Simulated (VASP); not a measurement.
# Al (Im-3m) in VASP: single point with PBEsol

Aim: the single point of Al with PBEsol.

Everything below comes from runs of VASP 6.6.1. Logs are shortened: lines on timing, memory, paths and dates and some standing lists are left out, and cuts for length are marked.

## 1. The cell of the first run

Symmetry: Im-3m, No. 229, cubic system. The conventional cell has a = 3.213 Å, b = 3.213 Å, c = 3.213 Å, α = 90.00°, β = 90.00°, γ = 90.00°. Al (site symmetry m-3m) has 14 Al at 2.78 to 3.21 Å within 3.7 Å.

## 2. Single point, PBEsol

INCAR reads:

```
SYSTEM = Al
  ALGO = Normal
  EDIFF = 1E-6
  ENCUT = 500
  GGA = PS
  GGA_COMPAT = .FALSE.
  ISIF = 2
  ISMEAR = 0
  LASPH = .TRUE.
  LCHARG = .FALSE.
  LREAL = .FALSE.
  LWAVE = .FALSE.
  NBANDS = 8
  NELM = 120
  PREC = Accurate
  SIGMA = 0.1
```

KPOINTS reads:

```
k-points
0
G
  6 6 6
  0 0 0
```

POSCAR reads:

```
Al
1.0
   -1.6065851737      1.6065851737      1.6065851737
    1.6065851737     -1.6065851737      1.6065851737
    1.6065851737      1.6065851737     -1.6065851737
Al
1
Direct
    0.0000000000      0.0000000000      0.0000000000
```

Potentials or basis: VASP PAW PBE potentials, release 64 (Al).

On the command line:

```console
$ cat potpaw_PBE.64/Al/POTCAR > POTCAR
$ mpirun -np 1 vasp_std > vasp.out
```

OUTCAR:

```text
SYSTEM = Al
   EDIFF = 1E-6
   ENCUT = 500
   GGA = PS
   ISIF = 2
   ISMEAR = 0
   LASPH = .TRUE.
   LREAL = .FALSE.
   NELM = 120
   PREC = Accurate

 ion  position               nearest neighbor table
   1  0.000  0.000  0.000-

  LATTYP: Found a body centered cubic cell.
 ALAT       =     3.2131703474

  Lattice vectors:

 A1 = (  -1.6065851737,   1.6065851737,   1.6065851737)
 A2 = (   1.6065851737,  -1.6065851737,   1.6065851737)
 A3 = (   1.6065851737,   1.6065851737,  -1.6065851737)

Analysis of symmetry for initial positions (statically):
=====================================================================
 Subroutine PRICEL returns:
 Original cell was already a primitive cell.

 Routine SETGRP: Setting up the symmetry group for a
 body centered cubic supercell.

 Subroutine GETGRP returns: Found 48 space group operations
 (whereof 48 operations were pure point group operations)
 out of a pool of 48 trial point group operations.

The static configuration has the point symmetry O_h .

Analysis of symmetry for dynamics (positions and initial velocities):
=====================================================================
 Subroutine PRICEL returns:
 Original cell was already a primitive cell.

 Routine SETGRP: Setting up the symmetry group for a
 body centered cubic supercell.

 Subroutine GETGRP returns: Found 48 space group operations
 (whereof 48 operations were pure point group operations)
 out of a pool of 48 trial point group operations.

The dynamic configuration has the point symmetry O_h .

 Subroutine INISYM returns: Found 48 space group operations
 (whereof 48 operations are pure point group operations),
 and found     1 'primitive' translations

----------------------------------------------------------------------------------------

                                     Primitive cell

  volume of cell :      16.5871

  direct lattice vectors                    reciprocal lattice vectors
    -1.606585174  1.606585174  1.606585174     0.000000000  0.311219105  0.311219105
     1.606585174 -1.606585174  1.606585174     0.311219105  0.000000000  0.311219105
     1.606585174  1.606585174 -1.606585174     0.311219105  0.311219105  0.000000000

  length of vectors
     2.782687148  2.782687148  2.782687148     0.440130279  0.440130279  0.440130279

  position of ions in fractional coordinates (direct lattice)
     0.000000000  0.000000000  0.000000000

  ion indices of the primitive-cell ions
   primitive index   ion index
                 1           1

----------------------------------------------------------------------------------------

 KPOINTS: k-points

Automatic generation of k-mesh.
 Grid dimensions read from file:
 generate k-points for:    6    6    6

 Generating k-lattice:

  Cartesian coordinates                     Fractional coordinates (reciprocal lattice)
     0.000000000  0.051869851  0.051869851     0.166666667  0.000000000  0.000000000
     0.051869851  0.000000000  0.051869851     0.000000000  0.166666667  0.000000000
     0.051869851  0.051869851  0.000000000     0.000000000  0.000000000  0.166666667

  Length of vectors
     0.073355047  0.073355047  0.073355047

  Shift w.r.t. Gamma in fractional coordinates (k-lattice)
     0.000000000  0.000000000  0.000000000

 Subroutine IBZKPT returns following result:
 ===========================================

 Found     16 irreducible k-points:

 Following reciprocal coordinates:
            Coordinates               Weight
  0.000000  0.000000  0.000000      1.000000
  0.166667  0.000000  0.000000     12.000000
  0.333333  0.000000  0.000000     12.000000
  0.500000  0.000000  0.000000      6.000000
  0.166667  0.166667  0.000000     24.000000
  0.333333  0.166667  0.000000     48.000000
[... 8 lines left out ...]
  0.500000  0.500000  0.333333     12.000000
  0.500000  0.500000  0.500000      1.000000
   k-points           NKPTS =     16   k-points in BZ     NKDIM =     16   number of bands    NBANDS=      8
   number of dos      NEDOS =    301   number of ions     NIONS =      1
   total plane-waves  NPLWV =   8000
   dimension x,y,z NGX =    20 NGY =   20 NGZ =   20
   dimension x,y,z NGXF=    40 NGYF=   40 NGZF=   40
   ions per type =               1
   NGX,Y,Z   is equivalent  to a cutoff of  11.95, 11.95, 11.95 a.u.
   NGXF,Y,Z  is equivalent  to a cutoff of  23.90, 23.90, 23.90 a.u.
 SYSTEM =  Al
   PREC   = accura    normal or accurate (medium, high low for compatibility)
   ISTART =      0    job   : 0-new  1-cont  2-samecut
   ICHARG =      2    charge: 1-file 2-atom 10-const
   ISPIN  =      1    spin polarized calculation?
   LNONCOLLINEAR =      F non collinear calculations
   LSORBIT =      F    spin-orbit coupling
   LASPH  =      T    aspherical Exc in radial PAW
   ENCUT  =  500.0 eV  36.75 Ry    6.06 a.u.   5.07  5.07  5.07*2*pi/ulx,y,z
   NELM   =    120;   NELMIN=  2; NELMDL= -5     # of ELM steps
   EDIFF  = 0.1E-05   stopping-criterion for ELM
   LREAL  =      F    real-space projection
   EDIFFG = 0.1E-04   stopping-criterion for IOM
   NSW    =      0    number of steps for IOM
   IBRION =     -1    ionic relax: 0-MD 1-quasi-New 2-CG
   NFREE  =      0    steps in history (QN), initial steepest desc. (CG)
   ISIF   =      2    stress and relaxation
   ISYM   =      2    0-nonsym 1-usesym 2-fastsym
   POTIM  = 0.5000    time-step for ionic-motion
   TEBEG  =    0.0;   TEEND  =   0.0 temperature during run
   PSTRESS=    0.0 pullay stress
   NELECT =       3.0000    total number of electrons
   NUPDOWN=      -1.0000    fix difference up-down
   EMIN   =  10.00;   EMAX   =-10.00  energy-range for DOS
   EFERMI =   0.00;   METHOD = LEGACY
   ISMEAR =     0;   SIGMA  =   0.10  broadening in eV -4-tet -1-fermi 0-gaus
   EFERMI_NEDOS =   21; number of points for ismear=-14 and -15
   IALGO  =     38    algorithm
   IMIX   =      4    mixing-type and parameters
     AMIX     =   0.40;   BMIX     =  1.00
     AMIX_MAG =   1.60;   BMIX_MAG =  1.00
  volume/ion in A,a.u.               =      16.59       111.94
  Fermi-wavevector in a.u.,A,eV,Ry     =   0.925816  1.749539 11.662041  0.857136
  Thomas-Fermi vector in A             =   2.051712
   LORBIT       =      0    0 simple, 1 ext, 2 COOP (PROOUT), +10 PAW based schemes
   GGA     = PS    functional components
   LHFCALC =     F    Hartree Fock is set to
   AEXX    =    0.0000 exact exchange contribution
   IVDW    =     0    specifies the selected vdW correction
   LEPSILON=     F    determine dielectric tensor
   LRPA    =     F    only Hartree local field effects (RPA)
 non-spin polarized calculation
 Gauss-broadening in eV      SIGMA  =   0.10
  energy-cutoff  :      500.00
  volume of cell :       16.59
 maximum number of plane-waves:       434
   NGX = 11   NGY = 11   NGZ = 11

 number of electron       3.0000000 magnetization

 Free energy of the ion-electron system (eV)
  ---------------------------------------------------
  ext. energy  EPLUGINS =         0.00000000
  ---------------------------------------------------
  free energy    TOTEN  =        -4.04956747 eV

  energy without entropy =       -4.04633280  energy(sigma->0) =       -4.04795014

 E-fermi :   7.9466     XC(G=0): -10.2408

 val. band max:        7.0513182620   @ k =   0.5000   0.5000   0.3333
 cond. band min:       8.0279212789   @ k =  -0.3333   0.5000   0.1667
 fundamental gap:      0.9766030169
 Fermi energy:         7.9465792941

 k-point     1 :       0.0000    0.0000    0.0000
  band No.  band energies     occupation
      1      -3.1932      2.00000
      2      21.1077      0.00000
      3      21.1077      0.00000
      4      21.1077      0.00000
      5      22.5009      0.00000
      6      22.5009      0.00000
      7      22.5009      0.00000
      8      24.1405      0.00000

 k-point     2 :       0.1667    0.0000    0.0000
  band No.  band energies     occupation
      1      -2.3985      2.00000
      2      15.5294      0.00000
      3      18.5188      0.00000
      4      19.0224      0.00000
      5      20.4738      0.00000
      6      21.6747      0.00000
      7      24.3593      0.00000
      8      24.6362      0.00000

 k-point     3 :       0.3333    0.0000    0.0000
  band No.  band energies     occupation
      1      -0.0407      2.00000
      2       9.0782      0.00000
      3      16.6378      0.00000
      4      16.8894      0.00000
      5      18.5050      0.00000
      6      19.9225      0.00000
      7      26.4409      0.00000
      8      26.9751      0.00000

 k-point     4 :       0.5000    0.0000    0.0000
  band No.  band energies     occupation
      1       3.5977      2.00000
      2       4.0452      2.00000
      3      16.0122      0.00000
      4      16.1405      0.00000
      5      17.8254      0.00000
      6      19.2622      0.00000
      7      28.4904      0.00000
      8      29.7644      0.00000

 k-point     5 :       0.1667    0.1667    0.0000
  band No.  band energies     occupation
      1      -0.8223      2.00000
      2      12.4536      0.00000
      3      12.9754      0.00000
      4      16.9687      0.00000
      5      21.4765      0.00000
      6      21.7892      0.00000
      7      25.6956      0.00000
      8      26.0233      0.00000
[... 89 lines left out ...]
 k-point    14 :      -0.3333    0.3333    0.3333
  band No.  band energies     occupation
      1       3.0425      2.00000
      2      11.1495      0.00000
      3      11.1495      0.00000
      4      12.4729      0.00000
      5      14.0612      0.00000
      6      20.8785      0.00000
      7      27.2527      0.00000
      8      28.9036      0.00000

 k-point    15 :       0.5000    0.5000    0.3333
  band No.  band energies     occupation
      1       6.5512      2.00000
      2       7.0513      2.00000
      3      10.4521      0.00000
      4      12.3983      0.00000
      5      15.5753      0.00000
      6      16.6166      0.00000
      7      27.3263      0.00000
      8      29.7526      0.00000

 k-point    16 :       0.5000    0.5000    0.5000
  band No.  band energies     occupation
      1       9.7549      0.00000
      2       9.7549      0.00000
      3       9.7549      0.00000
      4      10.8770      0.00000
      5      10.8770      0.00000
      6      13.4264      0.00000
      7      32.9635      0.00000
      8      32.9635      0.00000

------------------------ aborting loop because EDIFF is reached ----------------------------------------

  FORCE on cell =-STRESS in cart. coord.  units (eV):
  Direction    XX          YY          ZZ          XY          YZ          ZX
  --------------------------------------------------------------------------------------
  -------------------------------------------------------------------------------------
  Total        0.0366743      0.0366743      0.0366743     -0.0000000      0.0000000     -0.0000000
  in kB        3.5424292      3.5424292      3.5424292     -0.0000000      0.0000000     -0.0000000
  external PRESSURE =       3.5424292 kB  Pullay stress =       0.0000000 kB

 VOLUME and BASIS-vectors are now :
 -----------------------------------------------------------------------------
  energy-cutoff  :      500.00
  volume of cell :       16.59
      direct lattice vectors                 reciprocal lattice vectors
    -1.606585174  1.606585174  1.606585174     0.000000000  0.311219105  0.311219105
     1.606585174 -1.606585174  1.606585174     0.311219105  0.000000000  0.311219105
     1.606585174  1.606585174 -1.606585174     0.311219105  0.311219105  0.000000000

 POSITION                                       TOTAL-FORCE (eV/Angst)
 -----------------------------------------------------------------------------------
      0.00000      0.00000      0.00000         0.000000      0.000000     -0.000000
 -----------------------------------------------------------------------------------
    total drift:                                0.000000      0.000000     -0.000000

  FREE ENERGIE OF THE ION-ELECTRON SYSTEM (eV)
  ---------------------------------------------------
  free  energy   TOTEN  =        -4.0495674744 eV

  energy  without entropy=       -4.0463327982  energy(sigma->0) =       -4.04795014
```

Wall time 3.5 s (1 thread of Intel Xeon 8259CL, shared host); peak memory 0.11 GiB.

Results:

- Free energy: -4.0496 eV
- Pressure: 0.4 GPa

Caveat: the k points lie up to 0.46 Å⁻¹ apart; the PAW data sets were made with another functional, which shifts forces and pressure a little.
